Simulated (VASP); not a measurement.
# Ca (P6_3/mmc) in VASP: further runs

The runs below take Ca through single point, with PBEsol.

Program: VASP 6.6.1. These are calculated values, not measurements. Logs are shortened: lines on timing, memory, paths and dates and some standing lists are left out, and cuts for length are marked.

### Step 1. The cell of the first run

The structure is hexagonal, space group P6_3/mmc (No. 194). The conventional cell has a = 3.542 Å, b = 3.542 Å, c = 5.858 Å, α = 90.00°, β = 90.00°, γ = 120.00°. Within 4.7 Å of Ca (site symmetry -6m2) lie 12 Ca at 3.54 to 3.57 Å.

This isn't the form of Ca at room conditions, which is fcc.

### Step 2. Single point, PBEsol (31.82 Å³/atom)

Contents of INCAR:

```
PREC = Accurate ; ENCUT = 520
EDIFF = 1E-6 ; ISMEAR = -1
SIGMA = 0.08 ; LREAL = F
LASPH = T ; NELM = 100
ALGO = Normal ; ISIF = 2
LWAVE = F ; LCHARG = T
GGA = PS ; LELF = T
LVHAR = T ; NBANDS = 17
```

Contents of KPOINTS:

```
Automatic mesh
0
Gamma
  11 11 6
```

Contents of POSCAR:

```
Ca
1.0
    3.5417495595      0.0000000000      0.0000000000
   -1.7708747797      3.0672450924      0.0000000000
    0.0000000000      0.0000000000      5.8580773078
Ca
2
Direct
    0.3333333333      0.6666666667      0.2500000000
    0.6666666667      0.3333333333      0.7500000000
```

Potentials or basis: VASP PAW PBE potentials, release 64 (Ca_sv).

Launch:

```sh
> cat potpaw_PBE.64/Ca_sv/POTCAR > POTCAR
> mpirun -np 1 vasp_std > vasp.out
```

OUTCAR:

```text
PREC = Accurate
   ENCUT = 520
   EDIFF = 1E-6
   ISMEAR = -1
   LREAL = F
   LASPH = T
   NELM = 100
   ISIF = 2
   GGA = PS

 ion  position               nearest neighbor table
   1  0.333  0.667  0.250-
   2  0.667  0.333  0.750-

  LATTYP: Found a hexagonal cell.
 ALAT       =     3.5417495595
 C/A-ratio  =     1.6540066454

  Lattice vectors:

 A1 = (   3.5417495595,   0.0000000000,   0.0000000000)
 A2 = (  -1.7708747797,   3.0672450924,   0.0000000000)
 A3 = (   0.0000000000,   0.0000000000,   5.8580773078)

Analysis of symmetry for initial positions (statically):
=====================================================================
 Subroutine PRICEL returns:
 Original cell was already a primitive cell.

 Routine SETGRP: Setting up the symmetry group for a
 hexagonal supercell.

 Subroutine GETGRP returns: Found 24 space group operations
 (whereof 12 operations were pure point group operations)
 out of a pool of 24 trial point group operations.

The static configuration has the point symmetry D_3d.
 The point group associated with its full space group is D_6h.

Analysis of symmetry for dynamics (positions and initial velocities):
=====================================================================
 Subroutine PRICEL returns:
 Original cell was already a primitive cell.

 Routine SETGRP: Setting up the symmetry group for a
 hexagonal supercell.

 Subroutine GETGRP returns: Found 24 space group operations
 (whereof 12 operations were pure point group operations)
 out of a pool of 24 trial point group operations.

The dynamic configuration has the point symmetry D_3d.
 The point group associated with its full space group is D_6h.

 Subroutine INISYM returns: Found 24 space group operations
 (whereof 12 operations are pure point group operations),
 and found     1 'primitive' translations

----------------------------------------------------------------------------------------

                                     Primitive cell

  volume of cell :      63.6387

  direct lattice vectors                    reciprocal lattice vectors
     3.541749559  0.000000000  0.000000000     0.282346333  0.163012731  0.000000000
    -1.770874780  3.067245092  0.000000000     0.000000000  0.326025463  0.000000000
     0.000000000  0.000000000  5.858077308     0.000000000  0.000000000  0.170704473

  length of vectors
     3.541749559  3.541749560  5.858077308     0.326025463  0.326025463  0.170704473

  position of ions in fractional coordinates (direct lattice)
     0.333333333  0.666666667  0.250000000
     0.666666667  0.333333333  0.750000000

  ion indices of the primitive-cell ions
   primitive index   ion index
                 1           1
                 2           2

----------------------------------------------------------------------------------------

 KPOINTS: Automatic mesh

Automatic generation of k-mesh.
 Grid dimensions read from file:
 generate k-points for:   11   11    6

 Generating k-lattice:

  Cartesian coordinates                     Fractional coordinates (reciprocal lattice)
     0.025667848  0.014819339  0.000000000     0.090909091 -0.000000000  0.000000000
     0.000000000  0.029638678  0.000000000     0.000000000  0.090909091  0.000000000
     0.000000000  0.000000000  0.028450746     0.000000000  0.000000000  0.166666667

  Length of vectors
     0.029638678  0.029638678  0.028450746

  Shift w.r.t. Gamma in fractional coordinates (k-lattice)
     0.000000000  0.000000000  0.000000000

 Subroutine IBZKPT returns following result:
 ===========================================

 Found     64 irreducible k-points:

 Following reciprocal coordinates:
            Coordinates               Weight
  0.000000  0.000000  0.000000      1.000000
  0.090909  0.000000  0.000000      6.000000
  0.181818  0.000000  0.000000      6.000000
  0.272727  0.000000  0.000000      6.000000
  0.363636  0.000000  0.000000      6.000000
  0.454545  0.000000  0.000000      6.000000
[... 16 lines left out ...]
  0.090909  0.090909  0.166667     12.000000
  0.181818  0.090909  0.166667     24.000000
 [... further k-points ...]
   k-points           NKPTS =     64   k-points in BZ     NKDIM =     64   number of bands    NBANDS=     17
   number of dos      NEDOS =    301   number of ions     NIONS =      2
   total plane-waves  NPLWV =  37632
   dimension x,y,z NGX =    28 NGY =   28 NGZ =   48
   dimension x,y,z NGXF=    56 NGYF=   56 NGZF=   96
   ions per type =               2
   NGX,Y,Z   is equivalent  to a cutoff of  13.14, 13.14, 13.62 a.u.
   NGXF,Y,Z  is equivalent  to a cutoff of  26.29, 26.29, 27.24 a.u.
 SYSTEM =  unknown system
   PREC   = accura    normal or accurate (medium, high low for compatibility)
   ISTART =      0    job   : 0-new  1-cont  2-samecut
   ICHARG =      2    charge: 1-file 2-atom 10-const
   ISPIN  =      1    spin polarized calculation?
   LNONCOLLINEAR =      F non collinear calculations
   LSORBIT =      F    spin-orbit coupling
   LASPH  =      T    aspherical Exc in radial PAW
   ENCUT  =  520.0 eV  38.22 Ry    6.18 a.u.   6.59  6.59 10.89*2*pi/ulx,y,z
   NELM   =    100;   NELMIN=  2; NELMDL= -5     # of ELM steps
   EDIFF  = 0.1E-05   stopping-criterion for ELM
   LREAL  =      F    real-space projection
   EDIFFG = 0.1E-04   stopping-criterion for IOM
   NSW    =      0    number of steps for IOM
   IBRION =     -1    ionic relax: 0-MD 1-quasi-New 2-CG
   NFREE  =      0    steps in history (QN), initial steepest desc. (CG)
   ISIF   =      2    stress and relaxation
   ISYM   =      2    0-nonsym 1-usesym 2-fastsym
   POTIM  = 0.5000    time-step for ionic-motion
   TEBEG  =    0.0;   TEEND  =   0.0 temperature during run
   PSTRESS=    0.0 pullay stress
   NELECT =      20.0000    total number of electrons
   NUPDOWN=      -1.0000    fix difference up-down
   EMIN   =  10.00;   EMAX   =-10.00  energy-range for DOS
   EFERMI =   0.00;   METHOD = LEGACY
   ISMEAR =    -1;   SIGMA  =   0.08  broadening in eV -4-tet -1-fermi 0-gaus
   EFERMI_NEDOS =   21; number of points for ismear=-14 and -15
   IALGO  =     38    algorithm
   IMIX   =      4    mixing-type and parameters
     AMIX     =   0.40;   BMIX     =  1.00
     AMIX_MAG =   1.60;   BMIX_MAG =  1.00
  volume/ion in A,a.u.               =      31.82       214.73
  Fermi-wavevector in a.u.,A,eV,Ry     =   1.113041  2.103342 16.855706  1.238859
  Thomas-Fermi vector in A             =   2.249621
   LORBIT       =      0    0 simple, 1 ext, 2 COOP (PROOUT), +10 PAW based schemes
   GGA     = PS    functional components
   LHFCALC =     F    Hartree Fock is set to
   AEXX    =    0.0000 exact exchange contribution
   IVDW    =     0    specifies the selected vdW correction
   LEPSILON=     F    determine dielectric tensor
   LRPA    =     F    only Hartree local field effects (RPA)
 non-spin polarized calculation
  energy-cutoff  :      520.00
  volume of cell :       63.64
 maximum number of plane-waves:      1761
 NGX is ok and might be reduce to    28
   NGX = 13   NGY = 13   NGZ = 21

 number of electron      20.0000000 magnetization

 Free energy of the ion-electron system (eV)
  ---------------------------------------------------
  ext. energy  EPLUGINS =         0.00000000
  ---------------------------------------------------
  free energy    TOTEN  =        -3.97056367 eV

  energy without entropy =       -3.92120916  energy(sigma->0) =       -3.94588641

 E-fermi :   3.1480     XC(G=0):  -8.7630

 val. band max:        3.1354259174   @ k =   0.3636   0.0909   0.0000
 cond. band min:       3.1509447076   @ k =   0.3636   0.0909   0.0000
 fundamental gap:      0.0155187901
 Fermi energy:         3.1480303100

 k-point     1 :       0.0000    0.0000    0.0000
  band No.  band energies     occupation
      1     -38.0731      2.00000
      2     -38.0253      2.00000
      3     -19.3521      2.00000
      4     -19.0379      2.00000
      5     -19.0379      2.00000
      6     -18.9921      2.00000
[... 9 lines left out ...]
     16       6.2155      0.00000
     17       6.8028      0.00000

 k-point     2 :       0.0909    0.0000    0.0000
  band No.  band energies     occupation
      1     -38.0695      2.00000
      2     -38.0234      2.00000
      3     -19.3418      2.00000
      4     -19.0621      2.00000
      5     -19.0452      2.00000
      6     -19.0171      2.00000
[... 9 lines left out ...]
     16       6.3432      0.00000
     17       6.5868      0.00000

 k-point     3 :       0.1818    0.0000    0.0000
  band No.  band energies     occupation
      1     -38.0595      2.00000
      2     -38.0185      2.00000
      3     -19.3127      2.00000
      4     -19.1273      2.00000
      5     -19.0827      2.00000
      6     -19.0644      2.00000
[... 9 lines left out ...]
     16       6.3133      0.00000
     17       6.3864      0.00000

 k-point     4 :       0.2727    0.0000    0.0000
  band No.  band energies     occupation
      1     -38.0459      2.00000
      2     -38.0125      2.00000
      3     -19.2702      2.00000
      4     -19.2135      2.00000
      5     -19.1653      2.00000
      6     -19.0886      2.00000
[... 9 lines left out ...]
     16       6.7595      0.00000
     17       6.9178      0.00000

 k-point     5 :       0.3636    0.0000    0.0000
  band No.  band energies     occupation
      1     -38.0323      2.00000
      2     -38.0080      2.00000
      3     -19.2928      2.00000
      4     -19.2385      2.00000
      5     -19.2232      2.00000
      6     -19.1102      2.00000
[... 9 lines left out ...]
     16       7.3578      0.00000
     17       7.6571      0.00000

 k-point     6 :       0.4545    0.0000    0.0000
  band No.  band energies     occupation
      1     -38.0232      2.00000
      2     -38.0064      2.00000
      3     -19.3399      2.00000
      4     -19.2810      2.00000
      5     -19.1867      2.00000
      6     -19.1228      2.00000
[... 9 lines left out ...]
     16       8.1169      0.00000
     17       8.2331      0.00000

 k-point     7 :       0.0909    0.0909    0.0000
  band No.  band energies     occupation
      1     -38.0627      2.00000
      2     -38.0200      2.00000
      3     -19.3220      2.00000
      4     -19.1018      2.00000
      5     -19.0774      2.00000
      6     -19.0450      2.00000
[... 9 lines left out ...]
     16       6.2438      0.00000
     17       6.4843      0.00000

 k-point     8 :       0.1818    0.0909    0.0000
  band No.  band energies     occupation
      1     -38.0509      2.00000
      2     -38.0145      2.00000
      3     -19.2861      2.00000
      4     -19.1719      2.00000
      5     -19.1434      2.00000
      6     -19.0754      2.00000
[... 9 lines left out ...]
     16       6.4637      0.00000
     17       6.7160      0.00000
[... 203 lines left out ...]
      1     -38.0568      2.00000
      2     -38.0212      2.00000
      3     -19.2965      2.00000
      4     -19.1209      2.00000
      5     -19.0948      2.00000
      6     -19.0606      2.00000
[... 9 lines left out ...]
     16       6.4725      0.00000
     17       6.7014      0.00000

 k-point    20 :       0.2727    0.0000    0.1667
  band No.  band energies     occupation
      1     -38.0437      2.00000
      2     -38.0147      2.00000
      3     -19.2750      2.00000
      4     -19.1954      2.00000
      5     -19.1715      2.00000
      6     -19.0841      2.00000
[... 9 lines left out ...]
     16       6.9023      0.00000
     17       6.9078      0.00000

 k-point    21 :       0.3636    0.0000    0.1667
  band No.  band energies     occupation
      1     -38.0307      2.00000
      2     -38.0096      2.00000
      3     -19.3089      2.00000
      4     -19.2552      2.00000
      5     -19.1879      2.00000
      6     -19.1052      2.00000
[... 9 lines left out ...]
     16       7.3956      0.00000
     17       7.5475      0.00000

 k-point    22 :       0.4545    0.0000    0.1667
  band No.  band energies     occupation
      1     -38.0220      2.00000
      2     -38.0075      2.00000
      3     -19.3497      2.00000
      4     -19.2959      2.00000
      5     -19.1638      2.00000
      6     -19.1175      2.00000
[... 9 lines left out ...]
     16       7.9342      0.00000
     17       8.0858      0.00000

 k-point    23 :       0.0909    0.0909    0.1667
  band No.  band energies     occupation
      1     -38.0598      2.00000
      2     -38.0229      2.00000
      3     -19.3035      2.00000
      4     -19.0961      2.00000
      5     -19.0829      2.00000
      6     -19.0498      2.00000
[... 9 lines left out ...]
     16       6.3891      0.00000
     17       6.7584      0.00000

 k-point    24 :       0.1818    0.0909    0.1667
  band No.  band energies     occupation
      1     -38.0484      2.00000
      2     -38.0170      2.00000
      3     -19.2788      2.00000
      4     -19.1631      2.00000
      5     -19.1477      2.00000
      6     -19.0760      2.00000
[... 9 lines left out ...]
     16       6.5695      0.00000
     17       6.8565      0.00000

 [... further k-points ...]

------------------------ aborting loop because EDIFF is reached ----------------------------------------

  FORCE on cell =-STRESS in cart. coord.  units (eV):
  Direction    XX          YY          ZZ          XY          YZ          ZX
  --------------------------------------------------------------------------------------
  -------------------------------------------------------------------------------------
  Total        2.5730160      2.5730160      2.6205811      0.0000000     -0.0000000      0.0000000
  in kB       64.7786133     64.7786133     65.9761172      0.0000000     -0.0000000      0.0000000
  external PRESSURE =      65.1777813 kB  Pullay stress =       0.0000000 kB

 VOLUME and BASIS-vectors are now :
 -----------------------------------------------------------------------------
  energy-cutoff  :      520.00
  volume of cell :       63.64
      direct lattice vectors                 reciprocal lattice vectors
     3.541749559  0.000000000  0.000000000     0.282346333  0.163012731  0.000000000
    -1.770874780  3.067245092  0.000000000     0.000000000  0.326025463  0.000000000
     0.000000000  0.000000000  5.858077308     0.000000000  0.000000000  0.170704473

 POSITION                                       TOTAL-FORCE (eV/Angst)
 -----------------------------------------------------------------------------------
     -0.00000      2.04483      1.46452        -0.000000      0.000000      0.000000
      1.77087      1.02242      4.39356         0.000000     -0.000000      0.000000
 -----------------------------------------------------------------------------------
    total drift:                                0.000000     -0.000000      0.000000

  FREE ENERGIE OF THE ION-ELECTRON SYSTEM (eV)
  ---------------------------------------------------
  free  energy   TOTEN  =        -3.9705636670 eV

  energy  without entropy=       -3.9212091613  energy(sigma->0) =       -3.94588641
```

Run time: 32 s. Hardware: 1 thread of AMD EPYC 9R45 (Zen 5), shared host; peak memory 0.18 GiB.

What came out:

- Free energy: -3.9706 eV
- Pressure: 6.5 GPa
- Band gap on the k mesh: zero (bands 10 and 11 overlap by 0.17 eV)

Caveat: the cell stands under pressure; the PAW data sets were made with another functional, which shifts forces and pressure a little.

### Step 3. Single point, PBEsol

This run uses another cell than the first one, of 35.90 Å³/atom.

Contents of INCAR:

```
ALGO     = Normal         # electronic algorithm
EDIFF    = 1E-7           # SCF threshold, eV
ENCUT    = 520            # plane-wave cutoff, eV
GGA      = PS             # functional
ISIF     = 2              # what is computed and relaxed
ISMEAR   = -1             # smearing method
LASPH    = T              # aspherical terms in the spheres
LCHARG   = F              # write CHGCAR
LREAL    = F              # projectors in reciprocal space
LWAVE    = F              # write WAVECAR
NBANDS   = 17             # bands
NELM     = 80             # most SCF steps
PREC     = Accurate       # precision mode
SIGMA    = 0.08           # smearing width, eV
```

Contents of KPOINTS:

```
k-points
0
Gamma
  11 11 6
```

Contents of POSCAR:

```
Ca
1.0
    3.6854930262      0.0000000000      0.0000000000
   -1.8427465131      3.1917305862      0.0000000000
    0.0000000000      0.0000000000      6.1036226744
Ca
2
Direct
    0.3333333333      0.6666666667      0.2500000000
    0.6666666667      0.3333333333      0.7500000000
```

Potentials or basis: VASP PAW PBE potentials, release 64 (Ca_sv).

Launch:

```sh
> cat potpaw_PBE.64/Ca_sv/POTCAR > POTCAR
> mpirun -np 1 vasp_std > vasp.out
```

OUTCAR:

```text
EDIFF = 1E-7
   ENCUT = 520
   GGA = PS
   ISIF = 2
   ISMEAR = -1
   LASPH = T
   LREAL = F
   NELM = 80
   PREC = Accurate

 ion  position               nearest neighbor table
   1  0.333  0.667  0.250-
   2  0.667  0.333  0.750-

  LATTYP: Found a hexagonal cell.
 ALAT       =     3.6854930262
 C/A-ratio  =     1.6561210755

  Lattice vectors:

[... 664 lines left out ...]
     16       5.7639      0.00000
     17       6.0138      0.00000

 [... further k-points ...]

------------------------ aborting loop because EDIFF is reached ----------------------------------------

  FORCE on cell =-STRESS in cart. coord.  units (eV):
  Direction    XX          YY          ZZ          XY          YZ          ZX
  --------------------------------------------------------------------------------------
  -------------------------------------------------------------------------------------
  Total        1.2721034      1.2721034      1.2712337      0.0000000     -0.0000000      0.0000000
  in kB       28.3872611     28.3872611     28.3678539      0.0000000     -0.0000000      0.0000000
  external PRESSURE =      28.3807920 kB  Pullay stress =       0.0000000 kB

 VOLUME and BASIS-vectors are now :
 -----------------------------------------------------------------------------
  energy-cutoff  :      520.00
  volume of cell :       71.80
      direct lattice vectors                 reciprocal lattice vectors
     3.685493026  0.000000000  0.000000000     0.271334118  0.156654826  0.000000000
    -1.842746513  3.191730586  0.000000000     0.000000000  0.313309652  0.000000000
     0.000000000  0.000000000  6.103622674     0.000000000  0.000000000  0.163837126

 POSITION                                       TOTAL-FORCE (eV/Angst)
 -----------------------------------------------------------------------------------
     -0.00000      2.12782      1.52591        -0.000000      0.000000      0.000000
      1.84275      1.06391      4.57772         0.000000      0.000000      0.000000
 -----------------------------------------------------------------------------------
    total drift:                               -0.000000      0.000000     -0.000000

  FREE ENERGIE OF THE ION-ELECTRON SYSTEM (eV)
  ---------------------------------------------------
  free  energy   TOTEN  =        -4.2047776417 eV

  energy  without entropy=       -4.1562740481  energy(sigma->0) =       -4.18052584
```

It took 36 s on 1 thread of AMD EPYC 9R45 (Zen 5), shared host; peak memory 0.19 GiB.

Results:

```
Free energy            : -4.2048 eV
Pressure               : 2.8 GPa
Band gap on the k mesh : zero (bands 10 and 11 overlap by 0.26 eV)
```

Caveat: the PAW data sets were made with another functional, which shifts forces and pressure a little.

The gap in the log of VASP goes by the Fermi energy; the results here count the filled bands.